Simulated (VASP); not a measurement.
# NaScSe2 (I4_1/amd) in VASP: notebook

Runs on NaScSe2. Level: r2SCAN. Tasks: single point.

Everything below comes from runs of VASP 6.6.1. Logs are shortened: lines on timing, memory, paths and dates and some standing lists are left out, and cuts for length are marked.

## 1. The cell of the first run

It takes space group I4_1/amd (No. 141, tetragonal). The conventional cell has a = 5.532 Å, b = 5.532 Å, c = 11.387 Å, α = 90.00°, β = 90.00°, γ = 90.00°. Na (site symmetry -4m2) has 6 Se at 2.77 to 3.05 Å within 3.7 Å. Within 3.5 Å of Se (site symmetry 2mm) lie 3 Sc at 2.64 to 2.77 Å and 3 Na at 2.77 to 3.05 Å. Within 3.5 Å of Sc (site symmetry -4m2) lie 6 Se at 2.64 to 2.77 Å.

## 2. Single point, r2SCAN (21.78 Å³/atom)

POSCAR reads:

```
NaScSe2
1.0
   -2.7657706583      2.7657706583      5.6933897923
    2.7657706583     -2.7657706583      5.6933897923
    2.7657706583      2.7657706583     -5.6933897923
Na Se Sc
2 4 2
Direct
    0.7500000000      0.2500000000      0.5000000000
    0.0000000000      0.0000000000      0.0000000000
    0.4819546789     -0.0180453211      0.5000000000
    0.7319546789      0.7319546789      0.0000000000
    0.0180453211      0.5180453211      0.5000000000
    0.2680453211      0.2680453211      0.0000000000
    0.2500000000      0.7500000000      0.5000000000
    0.5000000000      0.5000000000      0.0000000000
```

INCAR.step1 reads:

```
SYSTEM = NaScSe2
ALGO     = Normal         ! electronic algorithm
EDIFF    = 1E-4           ! SCF threshold, eV
ENCUT    = 520            ! plane-wave cutoff, eV
GGA      = PE             ! functional
ISMEAR   = 0              ! smearing method
LASPH    = .True.         ! aspherical terms in the spheres
LCHARG   = .False.        ! write CHGCAR
LREAL    = .False.        ! projectors in reciprocal space
LWAVE    = .True.         ! write WAVECAR
NBANDS   = 40             ! bands
NELM     = 60             ! most SCF steps
PREC     = Accurate       ! precision mode
SIGMA    = 0.01           ! smearing width, eV
```

INCAR.step2 reads:

```
SYSTEM = NaScSe2
ALGO     = Normal         ! electronic algorithm
EDIFF    = 1E-7           ! SCF threshold, eV
ENCUT    = 520            ! plane-wave cutoff, eV
ISIF     = 2              ! what is computed and relaxed
ISMEAR   = 0              ! smearing method
ISTART   = 1            
LASPH    = .True.         ! aspherical terms in the spheres
LCHARG   = .False.        ! write CHGCAR
LMIXTAU  = .True.       
LREAL    = .False.        ! projectors in reciprocal space
LWAVE    = .False.        ! write WAVECAR
METAGGA  = R2SCAN         ! meta-GGA
NBANDS   = 40             ! bands
NELM     = 60             ! most SCF steps
PREC     = Accurate       ! precision mode
SIGMA    = 0.01           ! smearing width, eV
```

KPOINTS reads:

```
k-points
0
Gamma
  6 6 6
  0 0 0
```

Potentials or basis: VASP PAW PBE potentials, release 64 (Na_pv, Se, Sc_sv).

Started as:

```bash
> cat potpaw_PBE.64/Na_pv/POTCAR potpaw_PBE.64/Se/POTCAR potpaw_PBE.64/Sc_sv/POTCAR > POTCAR
> cp INCAR.step1 INCAR
> mpirun -np 1 vasp_std > vasp.out
> cp INCAR.step2 INCAR
> mpirun -np 1 vasp_std > vasp.out
```

OUTCAR:

```text
SYSTEM = NaScSe2
   EDIFF = 1E-7
   ENCUT = 520
   ISIF = 2
   ISMEAR = 0
   ISTART = 1
   LASPH = .True.
   LREAL = .False.
   METAGGA = R2SCAN
   NELM = 60
   PREC = Accurate

 ion  position               nearest neighbor table
   1  0.750  0.250  0.500-   6 2.77   4 2.77   6 2.77   4 2.77
   2  0.000  0.000  0.000-   5 2.77   3 2.77   5 2.77   3 2.77
   3  0.482  0.982  0.500-   7 2.64   8 2.77   2 2.77   2 2.77   8 2.77
   4  0.732  0.732  0.000-   8 2.64   1 2.77   7 2.77   1 2.77   7 2.77
   5  0.018  0.518  0.500-   7 2.64   2 2.77   8 2.77   2 2.77   8 2.77
   6  0.268  0.268  0.000-   8 2.64   7 2.77   1 2.77   7 2.77   1 2.77
   7  0.250  0.750  0.500-   3 2.64   5 2.64   4 2.77   6 2.77   6 2.77   4 2.77
   8  0.500  0.500  0.000-   4 2.64   6 2.64   5 2.77   3 2.77   5 2.77   3 2.77

  LATTYP: Found a body centered tetragonal cell.
 ALAT       =     5.5315413166
 C/A-ratio  =     2.0585184007

  Lattice vectors:

 A1 = (  -2.7657706583,   2.7657706583,   5.6933897923)
 A2 = (   2.7657706583,  -2.7657706583,   5.6933897923)
 A3 = (   2.7657706583,   2.7657706583,  -5.6933897923)

Analysis of symmetry for initial positions (statically):
=====================================================================
 Subroutine PRICEL returns:
 Original cell was already a primitive cell.

 Routine SETGRP: Setting up the symmetry group for a
 body centered tetragonal supercell.

 Subroutine GETGRP returns: Found 16 space group operations
 (whereof  8 operations were pure point group operations)
 out of a pool of 16 trial point group operations.

The static configuration has the point symmetry D_2d.
 The point group associated with its full space group is D_4h.

Analysis of symmetry for dynamics (positions and initial velocities):
=====================================================================
 Subroutine PRICEL returns:
 Original cell was already a primitive cell.

 Routine SETGRP: Setting up the symmetry group for a
 body centered tetragonal supercell.

 Subroutine GETGRP returns: Found 16 space group operations
 (whereof  8 operations were pure point group operations)
 out of a pool of 16 trial point group operations.

The dynamic configuration has the point symmetry D_2d.
 The point group associated with its full space group is D_4h.

 Subroutine INISYM returns: Found 16 space group operations
 (whereof  8 operations are pure point group operations),
 and found     1 'primitive' translations

----------------------------------------------------------------------------------------

                                     Primitive cell

  volume of cell :     174.2061

  direct lattice vectors                    reciprocal lattice vectors
    -2.765770658  2.765770658  5.693389792     0.000000000  0.180781439  0.087821143
     2.765770658 -2.765770658  5.693389792     0.180781439  0.000000000  0.087821143
     2.765770658  2.765770658 -5.693389792     0.180781439  0.180781439  0.000000000

  length of vectors
     6.907507654  6.907507654  6.907507654     0.200983785  0.200983785  0.255663563

  position of ions in fractional coordinates (direct lattice)
     0.750000000  0.250000000  0.500000000
     0.000000000  0.000000000  0.000000000
     0.481954679  0.981954679  0.500000000
     0.731954679  0.731954679  0.000000000
     0.018045321  0.518045321  0.500000000
     0.268045321  0.268045321  0.000000000
     0.250000000  0.750000000  0.500000000
     0.500000000  0.500000000  0.000000000

  ion indices of the primitive-cell ions
   primitive index   ion index
                 1           1
                 2           2
                 3           3
                 4           4
                 5           5
                 6           6
                 7           7
                 8           8

----------------------------------------------------------------------------------------

 KPOINTS: k-points

Automatic generation of k-mesh.
 Grid dimensions read from file:
 generate k-points for:    6    6    6

 Generating k-lattice:

  Cartesian coordinates                     Fractional coordinates (reciprocal lattice)
     0.000000000  0.030130240  0.014636857     0.166666667 -0.000000000  0.000000000
     0.030130240  0.000000000  0.014636857    -0.000000000  0.166666667  0.000000000
     0.030130240  0.030130240  0.000000000     0.000000000  0.000000000  0.166666667

  Length of vectors
     0.033497298  0.033497298  0.042610594

  Shift w.r.t. Gamma in fractional coordinates (k-lattice)
     0.000000000  0.000000000  0.000000000

 Subroutine IBZKPT returns following result:
 ===========================================

 Found     30 irreducible k-points:

 Following reciprocal coordinates:
            Coordinates               Weight
  0.000000  0.000000  0.000000      1.000000
  0.166667  0.000000  0.000000      8.000000
  0.333333  0.000000  0.000000      8.000000
  0.500000  0.000000 -0.000000      4.000000
  0.166667  0.166667  0.000000      8.000000
  0.333333  0.166667  0.000000     16.000000
[... 16 lines left out ...]
 -0.333333 -0.333333  0.166667      8.000000
 -0.166667 -0.333333  0.166667      8.000000
 [... further k-points ...]
   k-points           NKPTS =     30   k-points in BZ     NKDIM =     30   number of bands    NBANDS=     40
   number of dos      NEDOS =    301   number of ions     NIONS =      8
   total plane-waves  NPLWV = 157464
   dimension x,y,z NGX =    54 NGY =   54 NGZ =   54
   dimension x,y,z NGXF=   108 NGYF=  108 NGZF=  108
   ions per type =               2   4   2
   NGX,Y,Z   is equivalent  to a cutoff of  13.00, 13.00, 13.00 a.u.
   NGXF,Y,Z  is equivalent  to a cutoff of  25.99, 25.99, 25.99 a.u.
 SYSTEM =  NaScSe2
   PREC   = accura    normal or accurate (medium, high low for compatibility)
   ISTART =      1    job   : 0-new  1-cont  2-samecut
   ICHARG =      0    charge: 1-file 2-atom 10-const
   ISPIN  =      1    spin polarized calculation?
   LNONCOLLINEAR =      F non collinear calculations
   LSORBIT =      F    spin-orbit coupling
   LASPH  =      T    aspherical Exc in radial PAW
   ENCUT  =  520.0 eV  38.22 Ry    6.18 a.u.  12.84 12.84 12.84*2*pi/ulx,y,z
   NELM   =     60;   NELMIN=  2; NELMDL=  0     # of ELM steps
   EDIFF  = 0.1E-06   stopping-criterion for ELM
   LREAL  =      F    real-space projection
   EDIFFG = 0.1E-05   stopping-criterion for IOM
   NSW    =      0    number of steps for IOM
   IBRION =     -1    ionic relax: 0-MD 1-quasi-New 2-CG
   NFREE  =      0    steps in history (QN), initial steepest desc. (CG)
   ISIF   =      2    stress and relaxation
   ISYM   =      2    0-nonsym 1-usesym 2-fastsym
   POTIM  = 0.5000    time-step for ionic-motion
   TEBEG  =    0.0;   TEEND  =   0.0 temperature during run
   PSTRESS=    0.0 pullay stress
   NELECT =      60.0000    total number of electrons
   NUPDOWN=      -1.0000    fix difference up-down
   EMIN   =  10.00;   EMAX   =-10.00  energy-range for DOS
   EFERMI =   0.00;   METHOD = LEGACY
   ISMEAR =     0;   SIGMA  =   0.01  broadening in eV -4-tet -1-fermi 0-gaus
   EFERMI_NEDOS =   21; number of points for ismear=-14 and -15
   IALGO  =     38    algorithm
   IMIX   =      4    mixing-type and parameters
     AMIX     =   0.40;   BMIX     =  1.00
     AMIX_MAG =   1.60;   BMIX_MAG =  1.00
  volume/ion in A,a.u.               =      21.78       146.95
  Fermi-wavevector in a.u.,A,eV,Ry     =   1.147548  2.168551 17.917053  1.316866
  Thomas-Fermi vector in A             =   2.284227
   LORBIT       =      0    0 simple, 1 ext, 2 COOP (PROOUT), +10 PAW based schemes
   METAGGA = R2SCAN    functional components
   LHFCALC =     F    Hartree Fock is set to
   AEXX    =    0.0000 exact exchange contribution
   IVDW    =     0    specifies the selected vdW correction
   LEPSILON=     F    determine dielectric tensor
   LRPA    =     F    only Hartree local field effects (RPA)
 non-spin polarized calculation
 Gauss-broadening in eV      SIGMA  =   0.01
  energy-cutoff  :      520.00
  volume of cell :      174.21
 maximum number of plane-waves:      4725
 NGX is ok and might be reduce to    54
   NGX = 25   NGY = 25   NGZ = 25

 number of electron      60.0000002 magnetization

 Free energy of the ion-electron system (eV)
  ---------------------------------------------------
  ext. energy  EPLUGINS =         0.00000000
  ---------------------------------------------------
  free energy    TOTEN  =      -101.19769071 eV

  energy without entropy =     -101.19769071  energy(sigma->0) =     -101.19769071

 E-fermi :   2.6764     XC(G=0):  -9.9564

 val. band max:        2.6270813681   @ k =   0.0000   0.0000   0.0000
 cond. band min:       4.0618822545   @ k =   0.0000   0.0000   0.0000
 fundamental gap:      1.4348008865
 Fermi energy:         2.6763849196

 k-point     1 :       0.0000    0.0000    0.0000
  band No.  band energies     occupation
      1     -49.0590      2.00000
      2     -49.0555      2.00000
      3     -26.7166      2.00000
      4     -26.7166      2.00000
      5     -26.7048      2.00000
      6     -26.7048      2.00000
[... 32 lines left out ...]
     39       5.6050      0.00000
     40       6.1882      0.00000

 k-point     2 :       0.1667    0.0000    0.0000
  band No.  band energies     occupation
      1     -49.0588      2.00000
      2     -49.0556      2.00000
      3     -26.7169      2.00000
      4     -26.7168      2.00000
      5     -26.7069      2.00000
      6     -26.7045      2.00000
[... 935 lines left out ...]
     39       6.4037      0.00000
     40       6.5345      0.00000

 k-point    24 :      -0.1667   -0.3333    0.1667
  band No.  band energies     occupation
      1     -49.0584      2.00000
      2     -49.0561      2.00000
      3     -26.7180      2.00000
      4     -26.7179      2.00000
      5     -26.7057      2.00000
      6     -26.7035      2.00000
[... 32 lines left out ...]
     39       6.3137      0.00000
     40       6.3864      0.00000

 [... further k-points ...]

------------------------ aborting loop because EDIFF is reached ----------------------------------------

  FORCE on cell =-STRESS in cart. coord.  units (eV):
  Direction    XX          YY          ZZ          XY          YZ          ZX
  --------------------------------------------------------------------------------------
  -------------------------------------------------------------------------------------
  Total        2.1562255      2.1562255      2.5268592      0.0000000      0.0000000      0.0000000
  in kB       19.8308584     19.8308584     23.2395863      0.0000000      0.0000000      0.0000000
  external PRESSURE =      20.9671010 kB  Pullay stress =       0.0000000 kB

 VOLUME and BASIS-vectors are now :
 -----------------------------------------------------------------------------
  energy-cutoff  :      520.00
  volume of cell :      174.21
      direct lattice vectors                 reciprocal lattice vectors
    -2.765770658  2.765770658  5.693389792     0.000000000  0.180781439  0.087821143
     2.765770658 -2.765770658  5.693389792     0.180781439  0.000000000  0.087821143
     2.765770658  2.765770658 -5.693389792     0.180781439  0.180781439  0.000000000

 POSITION                                       TOTAL-FORCE (eV/Angst)
 -----------------------------------------------------------------------------------
     -0.00000      2.76577      2.84669         0.000000      0.000000     -0.000000
      0.00000      0.00000      0.00000         0.000000      0.000000     -0.000000
      2.76577      0.00000      5.48791        -0.000000      0.000000      0.165587
      0.00000      0.00000      8.33461         0.000000     -0.000000      0.165587
      2.76577      0.00000      0.20548        -0.000000      0.000000     -0.165587
      0.00000      0.00000      3.05217         0.000000     -0.000000     -0.165587
      2.76577     -0.00000      2.84669         0.000000      0.000000     -0.000000
      0.00000      0.00000      5.69339         0.000000      0.000000     -0.000000
 -----------------------------------------------------------------------------------
    total drift:                                0.000000     -0.000000      0.000000

  FREE ENERGIE OF THE ION-ELECTRON SYSTEM (eV)
  ---------------------------------------------------
  free  energy   TOTEN  =      -101.1976907096 eV

  energy  without entropy=     -101.1976907096  energy(sigma->0) =     -101.19769071
```

It took 15 min on 1 thread of Intel Xeon 6975P-C (Granite Rapids), shared host; peak memory 0.54 GiB.

Results:

```yaml
Free_energy: -101.1977 eV
Pressure: 2.1 GPa
Largest_force: 0.166 eV/Å
Band_gap_on_the_k_mesh: 1.43 eV
```

Forces in eV/Å, atoms in the order of the input:
```
Na   0.000  0.000  0.000
Na   0.000  0.000  0.000
Se   0.000  0.000  0.166
Se   0.000  0.000  0.166
Se   0.000  0.000 -0.166
Se   0.000  0.000 -0.166
Sc   0.000  0.000  0.000
Sc   0.000  0.000  0.000
```

Levels at points of the mesh, in eV from the valence-band top:
| k point | band 28 | band 29 | band 30 | band 31 | band 32 | band 33 |
| --- | --- | --- | --- | --- | --- | --- |
| (0.00, 0.00, 0.00) | -0.02 | -0.02 | 0.00 | 1.43 | 2.34 | 2.34 |
| (0.50, 0.00, 0.00) | -1.11 | -1.06 | -0.57 | 2.18 | 2.58 | 2.73 |
| (0.50, 0.50, 0.00) | -1.63 | -0.32 | -0.32 | 2.77 | 2.77 | 3.13 |
| (0.50, 0.50, 0.50) | -1.29 | -0.72 | -0.72 | 1.88 | 1.88 | 2.10 |

Caveat: the PAW data sets were made with another functional, which shifts forces and pressure a little.

## 3. Single point, r2SCAN

This run uses another cell than the first one, of 22.45 Å³/atom.

Edit POSCAR of step 2 so:

```diff
@@ -2,5 +2,5 @@
 1.0
-   -2.7657706583      2.7657706583      5.6933897923
-    2.7657706583     -2.7657706583      5.6933897923
-    2.7657706583      2.7657706583     -5.6933897923
+   -2.7939947572      2.7939947572      5.7514896193
+    2.7939947572     -2.7939947572      5.7514896193
+    2.7939947572      2.7939947572     -5.7514896193
 Na Se Sc
```

INCAR.step1 reads:

```
  ALGO = Normal
  EDIFF = 1E-4
  ENCUT = 520
  GGA = PE
  ISMEAR = 0
  LASPH = T
  LCHARG = F
  LREAL = F
  LWAVE = T
  NBANDS = 40
  NELM = 80
  PREC = Accurate
  SIGMA = 0.01
```

INCAR.step2 reads:

```
  ALGO = Normal
  EDIFF = 1E-6
  ENCUT = 520
  ISIF = 2
  ISMEAR = 0
  ISTART = 1
  LASPH = T
  LCHARG = T
  LELF = T
  LMIXTAU = T
  LREAL = F
  LVHAR = T
  LWAVE = F
  METAGGA = R2SCAN
  NBANDS = 40
  NELM = 80
  PREC = Accurate
  SIGMA = 0.01
```

KPOINTS reads:

```
k-points
0
Gamma
  6 6 6
```

Potentials or basis: VASP PAW PBE potentials, release 64 (Na_pv, Se, Sc_sv).

Started as:

```bash
> cat potpaw_PBE.64/Na_pv/POTCAR potpaw_PBE.64/Se/POTCAR potpaw_PBE.64/Sc_sv/POTCAR > POTCAR
> cp INCAR.step1 INCAR
> mpirun -np 1 vasp_std > vasp.out
> cp INCAR.step2 INCAR
> mpirun -np 1 vasp_std > vasp.out
```

Wall time 13 min (1 thread of Intel Xeon 6975P-C (Granite Rapids), shared host); peak memory 0.56 GiB.

It converged, with:

```yaml
Free_energy: -101.2334 eV
Pressure: 0.1 GPa
Largest_force: 0.028 eV/Å
Band_gap_on_the_k_mesh: 1.47 eV
```

Forces on the atoms (eV/Å):
```
Na   0.000  0.000  0.000
Na   0.000  0.000  0.000
Se   0.000  0.000  0.028
Se   0.000  0.000  0.028
Se   0.000  0.000 -0.028
Se   0.000  0.000 -0.028
Sc   0.000  0.000  0.000
Sc   0.000  0.000  0.000
```

Levels at points of the mesh, in eV from the valence-band top:
| k point | band 28 | band 29 | band 30 | band 31 | band 32 | band 33 |
| --- | --- | --- | --- | --- | --- | --- |
| (0.00, 0.00, 0.00) | -0.02 | -0.02 | 0.00 | 1.47 | 2.32 | 2.32 |
| (0.50, 0.00, 0.00) | -1.05 | -1.01 | -0.54 | 2.17 | 2.54 | 2.67 |
| (0.50, 0.50, 0.00) | -1.55 | -0.28 | -0.28 | 2.72 | 2.72 | 3.05 |
| (0.50, 0.50, 0.50) | -1.21 | -0.68 | -0.68 | 1.88 | 1.88 | 2.10 |

Caveat: the PAW data sets were made with another functional, which shifts forces and pressure a little.
